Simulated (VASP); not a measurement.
# BaZrO3 (Pm-3m) in VASP: settings compared

The runs below take BaZrO3 through single point, relaxation of cell and atoms, with PBEsol+U, HSE06.

All numbers are computed with VASP 6.6.1; they aren't measurements. Logs are shortened: lines on timing, memory, paths and dates and some standing lists are left out, and cuts for length are marked.

### Step 1. The cell of the first run

Symmetry: Pm-3m, No. 221, cubic system. The conventional cell has a = 4.220 Å, b = 4.220 Å, c = 4.220 Å, α = 90.00°, β = 90.00°, γ = 90.00°. Ba (site symmetry m-3m) has 12 O at 2.98 Å and 8 Zr at 3.65 Å within 3.9 Å. Within 2.8 Å of Zr (site symmetry m-3m) lie 6 O at 2.11 Å. Within 2.8 Å of O (site symmetry 4/mmm) lie 2 Zr at 2.11 Å.

### Step 2. Single point, PBEsol+U

INCAR reads:

```
SYSTEM = BaZrO3
PREC     = Accurate       ! precision mode
ENCUT    = 1340           ! plane-wave cutoff, eV
EDIFF    = 1E-6           ! SCF threshold, eV
ISMEAR   = -1             ! smearing method
SIGMA    = 0.05           ! smearing width, eV
LREAL    = .False.        ! projectors in reciprocal space
LASPH    = .True.         ! aspherical terms in the spheres
NELM     = 200            ! most SCF steps
ALGO     = Normal         ! electronic algorithm
ISIF     = 2              ! what is computed and relaxed
LWAVE    = .False.        ! write WAVECAR
LCHARG   = .True.         ! write CHGCAR
LMAXMIX  = 4              ! l up to which the mixer works
LDAU     = .True.         ! DFT+U
LDAUTYPE = 2            
LDAUL    = -1 2 -1        ! shell
LDAUU    = 0 8 0          ! U, eV
LDAUJ    = 0 0 0        
LDAUPRINT= 1            
GGA      = PS             ! functional
LELF     = .True.         ! ELF
LVHAR    = .True.       
NBANDS   = 28             ! bands
GGA_COMPAT= .False.
```

KPOINTS reads:

```
Automatic mesh
0
Gamma
  6 6 6
  0 0 0
```

POSCAR reads:

```
BaZrO3
1.0
    4.2202228336      0.0000000000      0.0000000000
    0.0000000000      4.2202228336      0.0000000000
    0.0000000000      0.0000000000      4.2202228336
Ba Zr O
1 1 3
Direct
    0.0000000000      0.0000000000      0.0000000000
    0.5000000000      0.5000000000      0.5000000000
    0.5000000000      0.5000000000      0.0000000000
    0.5000000000      0.0000000000      0.5000000000
    0.0000000000      0.5000000000      0.5000000000
```

Potentials or basis: VASP PAW PBE potentials, release 64 (Ba_sv, Zr_sv, O_h).

On the command line:

```console
$ cat potpaw_PBE.64/Ba_sv/POTCAR potpaw_PBE.64/Zr_sv/POTCAR potpaw_PBE.64/O_h/POTCAR > POTCAR
$ mpirun -np 1 vasp_std > vasp.out
```

OUTCAR:

```text
SYSTEM = BaZrO3
   PREC = Accurate
   ENCUT = 1340
   EDIFF = 1E-6
   ISMEAR = -1
   LREAL = .False.
   LASPH = .True.
   NELM = 200
   ISIF = 2
   GGA = PS

 ion  position               nearest neighbor table
   1  0.000  0.000  0.000-   3 2.98   4 2.98   5 2.98   4 2.98   5 2.98   3 2.98   5 2.98   5 2.98
                             3 2.98   4 2.98   4 2.98   3 2.98   2 3.65   2 3.65   2 3.65   2 3.65
   2  0.500  0.500  0.500-   3 2.11   4 2.11   5 2.11   3 2.11   4 2.11   5 2.11   1 3.65   1 3.65
                             1 3.65   1 3.65   1 3.65   1 3.65   1 3.65   1 3.65
   3  0.500  0.500  0.000-   2 2.11   2 2.11   1 2.98   1 2.98   1 2.98   1 2.98
   4  0.500  0.000  0.500-   2 2.11   2 2.11   1 2.98   1 2.98   1 2.98   1 2.98
   5  0.000  0.500  0.500-   2 2.11   2 2.11   1 2.98   1 2.98   1 2.98   1 2.98

  LATTYP: Found a simple cubic cell.
 ALAT       =     4.2202228336

  Lattice vectors:

 A1 = (   4.2202228336,   0.0000000000,   0.0000000000)
 A2 = (   0.0000000000,   4.2202228336,   0.0000000000)
 A3 = (   0.0000000000,   0.0000000000,   4.2202228336)

Analysis of symmetry for initial positions (statically):
=====================================================================
 Subroutine PRICEL returns:
 Original cell was already a primitive cell.

 Routine SETGRP: Setting up the symmetry group for a
 simple cubic supercell.

 Subroutine GETGRP returns: Found 48 space group operations
 (whereof 48 operations were pure point group operations)
 out of a pool of 48 trial point group operations.

The static configuration has the point symmetry O_h .

Analysis of symmetry for dynamics (positions and initial velocities):
=====================================================================
 Subroutine PRICEL returns:
 Original cell was already a primitive cell.

 Routine SETGRP: Setting up the symmetry group for a
 simple cubic supercell.

 Subroutine GETGRP returns: Found 48 space group operations
 (whereof 48 operations were pure point group operations)
 out of a pool of 48 trial point group operations.
[... 153 lines left out ...]
 -0.0000  0.0000 -0.0000 -0.0000  0.1809

spin component  2

  0.0632  0.0000  0.0000 -0.0000 -0.0000
  0.0000  0.0632 -0.0000 -0.0000  0.0000
  0.0000 -0.0000  0.1809  0.0000 -0.0000
 -0.0000 -0.0000  0.0000  0.0632 -0.0000
 -0.0000  0.0000 -0.0000 -0.0000  0.1809

 occupancies and eigenvectors

  o =  0.0632  v =  1.0000  0.0000  0.0000  0.0000  0.0000  0.0000  0.0000  0.0000  0.0000  0.0000      0.0000  0.0000  0.0000  0.0000  0.0000  0.0000  0.0000  0.0000  0.0000  0.0000
  o =  0.0632  v =  0.0000  0.0000  0.0000  0.0000  0.0000  1.0000  0.0000  0.0000  0.0000  0.0000      0.0000  0.0000  0.0000  0.0000  0.0000  0.0000  0.0000  0.0000  0.0000  0.0000
  o =  0.0632  v =  0.0000  0.5229  0.0000  0.8524 -0.0000  0.0000  0.0000  0.0000  0.0000  0.0000      0.0000  0.0000  0.0000  0.0000  0.0000  0.0000  0.0000  0.0000  0.0000  0.0000
  o =  0.0632  v =  0.0000  0.0000  0.0000  0.0000  0.0000  0.0000  0.5229  0.0000  0.8524 -0.0000      0.0000  0.0000  0.0000  0.0000  0.0000  0.0000  0.0000  0.0000  0.0000  0.0000
  o =  0.0632  v =  0.0000 -0.8524 -0.0000  0.5229  0.0000  0.0000  0.0000  0.0000  0.0000  0.0000      0.0000  0.0000  0.0000  0.0000  0.0000  0.0000  0.0000  0.0000  0.0000  0.0000
  o =  0.0632  v =  0.0000  0.0000  0.0000  0.0000  0.0000  0.0000 -0.8524 -0.0000  0.5229  0.0000      0.0000  0.0000  0.0000  0.0000  0.0000  0.0000  0.0000  0.0000  0.0000  0.0000
  o =  0.1809  v =  0.0000  0.0000  0.0000  0.0000  0.0000  0.0000  0.0000  0.0218  0.0000  0.9998      0.0000  0.0000  0.0000  0.0000  0.0000  0.0000  0.0000  0.0000  0.0000  0.0000
  o =  0.1809  v =  0.0000  0.0000  0.0218  0.0000  0.9998  0.0000  0.0000  0.0000  0.0000  0.0000      0.0000  0.0000  0.0000  0.0000  0.0000  0.0000  0.0000  0.0000  0.0000  0.0000
  o =  0.1809  v =  0.0000  0.0000  0.0000  0.0000  0.0000  0.0000 -0.0000  0.9998  0.0000 -0.0218      0.0000  0.0000  0.0000  0.0000  0.0000  0.0000  0.0000  0.0000  0.0000  0.0000
  o =  0.1809  v =  0.0000 -0.0000  0.9998  0.0000 -0.0218  0.0000  0.0000  0.0000  0.0000  0.0000      0.0000  0.0000  0.0000  0.0000  0.0000  0.0000  0.0000  0.0000  0.0000  0.0000

 number of electron      39.9999998 magnetization

 Free energy of the ion-electron system (eV)
  ---------------------------------------------------
  ext. energy  EPLUGINS =         0.00000000
  ---------------------------------------------------
  free energy    TOTEN  =       -39.32715726 eV

  energy without entropy =      -39.32715726  energy(sigma->0) =      -39.32715726

 E-fermi :   5.1863     XC(G=0): -10.9301

 val. band max:        4.0678566200   @ k =   0.5000   0.5000   0.5000
 cond. band min:       8.2557322594   @ k =   0.0000   0.0000   0.0000
 fundamental gap:      4.1878756394
 Fermi energy:         5.1862970641

 k-point     1 :       0.0000    0.0000    0.0000
  band No.  band energies     occupation
      1     -44.4442      2.00000
      2     -22.5196      2.00000
      3     -22.5196      2.00000
      4     -22.5196      2.00000
      5     -21.2709      2.00000
      6     -12.2746      2.00000
[... 609 lines left out ...]
     27      13.0428      0.00000
     28      13.0428      0.00000

------------------------ aborting loop because EDIFF is reached ----------------------------------------

  FORCE on cell =-STRESS in cart. coord.  units (eV):
  Direction    XX          YY          ZZ          XY          YZ          ZX
  --------------------------------------------------------------------------------------
  -------------------------------------------------------------------------------------
  Total        2.1357578      2.1357578      2.1357578     -0.0000000     -0.0000000      0.0000000
  in kB       45.5256795     45.5256795     45.5256795     -0.0000000     -0.0000000      0.0000000
  external PRESSURE =      45.5256795 kB  Pullay stress =       0.0000000 kB

 VOLUME and BASIS-vectors are now :
 -----------------------------------------------------------------------------
  energy-cutoff  :     1340.00
  volume of cell :       75.16
      direct lattice vectors                 reciprocal lattice vectors
     4.220222834  0.000000000  0.000000000     0.236954312  0.000000000  0.000000000
     0.000000000  4.220222834  0.000000000     0.000000000  0.236954312  0.000000000
     0.000000000  0.000000000  4.220222834     0.000000000  0.000000000  0.236954312

 POSITION                                       TOTAL-FORCE (eV/Angst)
 -----------------------------------------------------------------------------------
      0.00000      0.00000      0.00000         0.000000      0.000000      0.000000
      2.11011      2.11011      2.11011         0.000000      0.000000      0.000000
      2.11011      2.11011      0.00000         0.000000      0.000000      0.000000
      2.11011      0.00000      2.11011         0.000000      0.000000      0.000000
      0.00000      2.11011      2.11011         0.000000      0.000000      0.000000
 -----------------------------------------------------------------------------------
    total drift:                                0.000000     -0.000000      0.000000

  FREE ENERGIE OF THE ION-ELECTRON SYSTEM (eV)
  ---------------------------------------------------
  free  energy   TOTEN  =       -39.3271572614 eV

  energy  without entropy=      -39.3271572614  energy(sigma->0) =      -39.32715726
```

stdout:

```text
POSCAR found type information on POSCAR BaZrO
 POSCAR found :  3 types and       5 ions
 scaLAPACK will be used
 -----------------------------------------------------------------------------
|                                                                             |
|                                                                             |
|     You enforced a specific xc type in the INCAR file but a different       |
|     I HOPE YOU KNOW WHAT YOU ARE DOING!                                     |
|                                                                             |
 -----------------------------------------------------------------------------

 LDA part: xc-table for (Slater+PW92), standard interpolation
 POSCAR, INCAR and KPOINTS ok, starting setup
 FFT: planning ... GRIDC
 FFT: planning ... GRID_SOFT
 FFT: planning ... GRID
 WAVECAR not read
 entering main loop
```

Wall time 79 s (1 thread of Intel Xeon Platinum 8559C (Emerald Rapids), shared host); peak memory 0.45 GiB.

What came out:

- Free energy: -39.3272 eV
- Pressure: 4.6 GPa
- Band gap on the k mesh: 4.19 eV (least direct gap 4.54 eV)

Levels at points of the mesh, in eV from the valence-band top:
| k point | band 18 | band 19 | band 20 | band 21 | band 22 | band 23 |
| --- | --- | --- | --- | --- | --- | --- |
| (0.00, 0.00, 0.00) | -0.35 | -0.35 | -0.35 | 4.19 | 4.19 | 4.19 |
| (0.50, 0.00, 0.00) | -1.54 | -0.64 | -0.64 | 4.95 | 6.24 | 6.43 |
| (0.50, 0.50, 0.00) | -0.98 | -0.98 | -0.08 | 6.31 | 6.67 | 6.67 |
| (0.50, 0.50, 0.50) | 0.00 | 0.00 | 0.00 | 5.67 | 5.67 | 5.67 |

Eigenvalues of the final occupation matrices:
```tsv
site	spin	trace	eigenvalues
site 2 d	1	0.55	0.06 0.06 0.06 0.18 0.18
site 2 d	2	0.55	0.06 0.06 0.06 0.18 0.18
```

Caveat: the cell stands under pressure; the PAW data sets were made with another functional, which shifts forces and pressure a little; spin-orbit coupling is left out, which moves the levels of the heavy elements.

### Step 3. Relaxation of cell and atoms, PBEsol+U

This run uses another cell than the first one, of 14.73 Å³/atom.

INCAR reads:

```
  ALGO = Normal
  EDIFF = 1E-6
  EDIFFG = -0.01
  ENCUT = 600
  GGA = PS
  IBRION = 2
  ISIF = 3
  ISMEAR = -1
  LASPH = T
  LCHARG = F
  LDAU = T
  LDAUJ = 0 0 0
  LDAUL = -1 2 -1
  LDAUPRINT = 1
  LDAUTYPE = 2
  LDAUU = 0 6 0
  LMAXMIX = 4
  LREAL = F
  LWAVE = F
  NELM = 150
  NSW = 60
  PREC = Accurate
  SIGMA = 0.05
```

KPOINTS reads:

```
k-points
0
Gamma
  6 6 6
```

Changes to POSCAR since step 2:

```diff
@@ -2,5 +2,5 @@
 1.0
-    4.2202228336      0.0000000000      0.0000000000
-    0.0000000000      4.2202228336      0.0000000000
-    0.0000000000      0.0000000000      4.2202228336
+    4.1913400000      0.0000000000      0.0000000000
+    0.0000000000      4.1913400000      0.0000000000
+    0.0000000000      0.0000000000      4.1913400000
 Ba Zr O
```

Potentials or basis: VASP PAW PBE potentials, release 64 (Ba_sv, Zr_sv, O).

On the command line:

```console
$ cat potpaw_PBE.64/Ba_sv/POTCAR potpaw_PBE.64/Zr_sv/POTCAR potpaw_PBE.64/O/POTCAR > POTCAR
$ mpirun -np 1 vasp_std > vasp.out
```

OUTCAR:

```text
EDIFF = 1E-6
   EDIFFG = -0.01
   ENCUT = 600
   GGA = PS
   IBRION = 2
   ISIF = 3
   ISMEAR = -1
   LASPH = T
   LREAL = F
   NELM = 150
   NSW = 60
   PREC = Accurate

 ion  position               nearest neighbor table
   1  0.000  0.000  0.000-   3 2.96   4 2.96   5 2.96   4 2.96   5 2.96   3 2.96   5 2.96   5 2.96
                             3 2.96   4 2.96   4 2.96   3 2.96   2 3.63   2 3.63   2 3.63   2 3.63
   2  0.500  0.500  0.500-   3 2.10   4 2.10   5 2.10   3 2.10   4 2.10   5 2.10   1 3.63   1 3.63
                             1 3.63   1 3.63   1 3.63   1 3.63   1 3.63   1 3.63
   3  0.500  0.500  0.000-   2 2.10   2 2.10   1 2.96   1 2.96   1 2.96   1 2.96
   4  0.500  0.000  0.500-   2 2.10   2 2.10   1 2.96   1 2.96   1 2.96   1 2.96
   5  0.000  0.500  0.500-   2 2.10   2 2.10   1 2.96   1 2.96   1 2.96   1 2.96

  LATTYP: Found a simple cubic cell.
 ALAT       =     4.1913400000

  Lattice vectors:

 A1 = (   4.1913400000,   0.0000000000,   0.0000000000)
 A2 = (   0.0000000000,   4.1913400000,   0.0000000000)
 A3 = (   0.0000000000,   0.0000000000,   4.1913400000)

[... 279 lines left out ...]
  o =  0.0696  v =  0.0000  0.0000  0.0000  0.0000  0.0000  0.0000  0.6058 -0.0000  0.7956 -0.0000      0.0000  0.0000  0.0000  0.0000  0.0000  0.0000  0.0000  0.0000  0.0000  0.0000
  o =  0.0696  v =  0.0000 -0.7956  0.0000  0.6058  0.0000  0.0000  0.0000  0.0000  0.0000  0.0000      0.0000  0.0000  0.0000  0.0000  0.0000  0.0000  0.0000  0.0000  0.0000  0.0000
  o =  0.0696  v =  0.0000  0.0000  0.0000  0.0000  0.0000  0.0000 -0.7956  0.0000  0.6058  0.0000      0.0000  0.0000  0.0000  0.0000  0.0000  0.0000  0.0000  0.0000  0.0000  0.0000
  o =  0.0696  v =  1.0000  0.0000  0.0000  0.0000  0.0000  0.0000  0.0000  0.0000  0.0000  0.0000      0.0000  0.0000  0.0000  0.0000  0.0000  0.0000  0.0000  0.0000  0.0000  0.0000
  o =  0.0696  v =  0.0000  0.0000  0.0000  0.0000  0.0000  1.0000  0.0000  0.0000  0.0000  0.0000      0.0000  0.0000  0.0000  0.0000  0.0000  0.0000  0.0000  0.0000  0.0000  0.0000
  o =  0.1866  v =  0.0000  0.0000  0.0000  0.0000  0.0000  0.0000 -0.0000 -0.9980 -0.0000  0.0626      0.0000  0.0000  0.0000  0.0000  0.0000  0.0000  0.0000  0.0000  0.0000  0.0000
  o =  0.1866  v =  0.0000 -0.0000 -0.9980 -0.0000  0.0626  0.0000  0.0000  0.0000  0.0000  0.0000      0.0000  0.0000  0.0000  0.0000  0.0000  0.0000  0.0000  0.0000  0.0000  0.0000
  o =  0.1866  v =  0.0000  0.0000  0.0000  0.0000  0.0000  0.0000  0.0000 -0.0626 -0.0000 -0.9980      0.0000  0.0000  0.0000  0.0000  0.0000  0.0000  0.0000  0.0000  0.0000  0.0000
  o =  0.1866  v =  0.0000  0.0000 -0.0626 -0.0000 -0.9980  0.0000  0.0000  0.0000  0.0000  0.0000      0.0000  0.0000  0.0000  0.0000  0.0000  0.0000  0.0000  0.0000  0.0000  0.0000

--------------------------------------- Ionic step        3  -------------------------------------------

 number of electron      40.0000024 magnetization

 Free energy of the ion-electron system (eV)
  ---------------------------------------------------
  ext. energy  EPLUGINS =         0.00000000
  ---------------------------------------------------
  free energy    TOTEN  =       -40.29778325 eV

  energy without entropy =      -40.29778325  energy(sigma->0) =      -40.29778325

 E-fermi :   4.7193     XC(G=0): -10.8442

 val. band max:        3.5867193882   @ k =   0.5000   0.5000   0.5000
 cond. band min:       7.4599523741   @ k =   0.0000   0.0000   0.0000
 fundamental gap:      3.8732329858
 Fermi energy:         4.7192619557

 k-point     1 :       0.0000    0.0000    0.0000
  band No.  band energies     occupation
      1     -44.6799      2.00000
      2     -22.7597      2.00000
      3     -22.7597      2.00000
      4     -22.7597      2.00000
      5     -21.7934      2.00000
      6     -12.7085      2.00000
[... 561 lines left out ...]
  FREE ENERGIE OF THE ION-ELECTRON SYSTEM (eV)
  ---------------------------------------------------
  free  energy   TOTEN  =       -40.2977832547 eV

  energy  without entropy=      -40.2977832547  energy(sigma->0) =      -40.29778325

 reached required accuracy - stopping structural energy minimisation
```

CONTCAR:

```text
BaZrO3
   1.00000000000000
     4.2428254149978217    0.0000000000000000   -0.0000000000000000
    -0.0000000000000000    4.2428254149978217    0.0000000000000000
    -0.0000000000000000    0.0000000000000000    4.2428254149978217
  Ba              Zr              O
     1     1     3
Direct
     0.0000000000000000    0.0000000000000000    0.0000000000000000
     0.5000000000000000    0.5000000000000000    0.5000000000000000
     0.5000000000000000    0.5000000000000000    0.0000000000000000
     0.5000000000000000    0.0000000000000000    0.5000000000000000
     0.0000000000000000    0.5000000000000000    0.5000000000000000

  0.00000000E+00  0.00000000E+00  0.00000000E+00
  0.00000000E+00  0.00000000E+00  0.00000000E+00
  0.00000000E+00  0.00000000E+00  0.00000000E+00
  0.00000000E+00  0.00000000E+00  0.00000000E+00
  0.00000000E+00  0.00000000E+00  0.00000000E+00
```

Run time: 90 s. Hardware: 1 thread of Oxide Virtual Turin-like, shared host; peak memory 0.21 GiB.

What came out:

```yaml
Free_energy: -40.2978 eV
Relaxed_volume: 15.28 Å³/atom
Relaxed_cell: a = 4.243 Å, b = 4.243 Å, c = 4.243 Å, α = 90.00°, β = 90.00°, γ = 90.00°
Space_group_after_relaxing_to_0.1_Å: Pm-3m (No. 221)
Energy_gained_by_relaxing: 9.9 meV/atom
Ionic_steps: 3
Pressure_after_relaxing: 0.0 GPa
Band_gap_on_the_k_mesh: 3.87 eV (least direct gap 4.22 eV)
```

The path:
| step | energy change (eV) | largest force (eV/Å) | pressure (GPa) | volume (Å³) |
| --- | --- | --- | --- | --- |
| 1 | 0.0000 | 0.0000 | 6.01 | 73.63 |
| 2 | 0.0146 | 0.0000 | -5.95 | 79.68 |
| 3 | -0.0495 | 0.0000 | -0.04 | 76.38 |

Final structure:
```
CELL_PARAMETERS angstrom
4.24283 0.00000 0.00000
0.00000 4.24283 0.00000
0.00000 0.00000 4.24283
ATOMIC_POSITIONS crystal
Ba 0.00000 0.00000 0.00000
Zr 0.50000 0.50000 0.50000
O 0.50000 0.50000 0.00000
O 0.50000 0.00000 0.50000
O 0.00000 0.50000 0.50000
```

Levels at points of the mesh, in eV from the valence-band top:
| k point | band 16 | band 17 | band 18 | band 19 | band 20 | band 21 | band 22 | band 23 | band 24 |
| --- | --- | --- | --- | --- | --- | --- | --- | --- | --- |
| (0.00, 0.00, 0.00) | -0.97 | -0.97 | -0.34 | -0.34 | -0.34 | 3.87 | 3.87 | 3.87 | 4.44 |
| (0.50, 0.00, 0.00) | -1.66 | -1.57 | -1.57 | -0.62 | -0.62 | 4.51 | 6.20 | 6.37 | 6.45 |
| (0.50, 0.50, 0.00) | -2.21 | -1.07 | -0.97 | -0.97 | -0.08 | 6.22 | 6.28 | 6.28 | 6.76 |
| (0.50, 0.50, 0.50) | -2.38 | -2.38 | 0.00 | 0.00 | 0.00 | 5.64 | 5.64 | 5.64 | 7.78 |

Eigenvalues of the final occupation matrices:
```csv
site,spin,trace,eigenvalues
site 2 d,1,0.58,0.07 0.07 0.07 0.19 0.19
site 2 d,2,0.58,0.07 0.07 0.07 0.19 0.19
```

Caveat: the PAW data sets were made with another functional, which shifts forces and pressure a little; spin-orbit coupling is left out, which moves the levels of the heavy elements.

(Part 1 of 2 ends here.)
